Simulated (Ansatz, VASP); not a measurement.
**WC: VASP beside Ansatz**

```
W C
1.0
     2.91242    0.00000    0.00000
    -1.45621    2.52223    0.00000
     0.00000    0.00000    2.83573
W C
1 1
Direct
  0.00000 0.00000 0.00000
  0.66667 0.33333 0.50000
```

Alike in both runs: functional r2SCAN; k mesh 14 × 14 × 14; occupations fermi-dirac, width 0.1 eV; no spin polarisation.

Ansatz relaxed the structure, and its values are those at the end. VASP's run is a single point on that final structure, the one shown.

|  | VASP | Ansatz |
| --- | --- | --- |
| version | VASP 6.6.1 | Ansatz 0.2.0 |
| potentials or method | VASP PAW PBE potentials, release 64 (W_sv, C) | PAW with Ansatz's default frozen-core files, scalar-relativistic |
| plane-wave cutoff (eV) | 520 | 500 |
| valence electrons in the cell | 18 | 18 |

Ansatz gave:

* pressure (GPa): 0.0

Problem. What did VASP give for the same quantities?

Solution. Pressure (GPa): 1.9.

VASP's potentials were made for PBE, not for r2SCAN.

Spin-orbit coupling is off throughout.
